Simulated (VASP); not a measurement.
Here is a VASP 6.6.1 calculation.

File POSCAR:

```
Ta2C
1.0
    3.1334906897      0.0000000000      0.0000000000
   -1.5667453449      2.7136825398      0.0000000000
    0.0000000000      0.0000000000      4.7940299782
Ta C
2 1
Direct
    0.3333333340      0.6666666660      0.2543423628
    0.6666666660      0.3333333340      0.7456576372
    0.0000000000      0.0000000000      0.0000000000
```

The input INCAR.step1:

```
SYSTEM = Ta2C
PREC     = Accurate       ! precision mode
ENCUT    = 520            ! plane-wave cutoff, eV
ISMEAR   = 0              ! smearing method
SIGMA    = 0.1            ! smearing width, eV
LREAL    = .False.        ! projectors in reciprocal space
LASPH    = .True.         ! aspherical terms in the spheres
NELM     = 80             ! most SCF steps
NBANDS   = 20             ! bands
GGA      = PE             ! functional
ALGO     = Normal         ! electronic algorithm
EDIFF    = 1E-4           ! SCF threshold, eV
LWAVE    = .True.         ! write WAVECAR
LCHARG   = .False.        ! write CHGCAR
```

File INCAR.step2:

```
SYSTEM = Ta2C
PREC     = Accurate       ! precision mode
ENCUT    = 520            ! plane-wave cutoff, eV
EDIFF    = 1E-6           ! SCF threshold, eV
ISMEAR   = 0              ! smearing method
SIGMA    = 0.1            ! smearing width, eV
LREAL    = .False.        ! projectors in reciprocal space
LASPH    = .True.         ! aspherical terms in the spheres
NELM     = 80             ! most SCF steps
ALGO     = Normal         ! electronic algorithm
ISIF     = 2              ! what is computed and relaxed
LWAVE    = .False.        ! write WAVECAR
LCHARG   = .False.        ! write CHGCAR
METAGGA  = R2SCAN         ! meta-GGA
LMIXTAU  = .True.       
NBANDS   = 20             ! bands
ISTART   = 1
```

File KPOINTS:

```
Automatic mesh
0
Gamma
  18 18 10
  0 0 0
```

Potentials or basis: VASP PAW PBE potentials, release 64 (Ta_pv, C).

Launch:

```sh
$ cat potpaw_PBE.64/Ta_pv/POTCAR potpaw_PBE.64/C/POTCAR > POTCAR
$ cp INCAR.step1 INCAR
$ mpirun -np 1 vasp_std > vasp.out
$ cp INCAR.step2 INCAR
$ mpirun -np 1 vasp_std > vasp.out
```

Task: Predict the pressure.

Result: 5.8 GPa.

Task: What does it give for the band gap on the k mesh?

Result: Zero (bands 13 and 14 overlap by 0.93 eV).

Task: Estimate the largest force.

Result: 0.093 eV/Å.

Stress tensor (GPa, compression positive):
```
 0.79  0.00  0.00
 0.00  0.79  0.00
 0.00  0.00 15.75
```

Caveat: the cell differs from its parent crystal (uniaxial strain along c: -3.0 %); the stress differs along the axes, from 1 to 16 GPa; the PAW data sets were made with another functional, which shifts forces and pressure a little; spin-orbit coupling is left out, which moves the levels of the heavy elements.
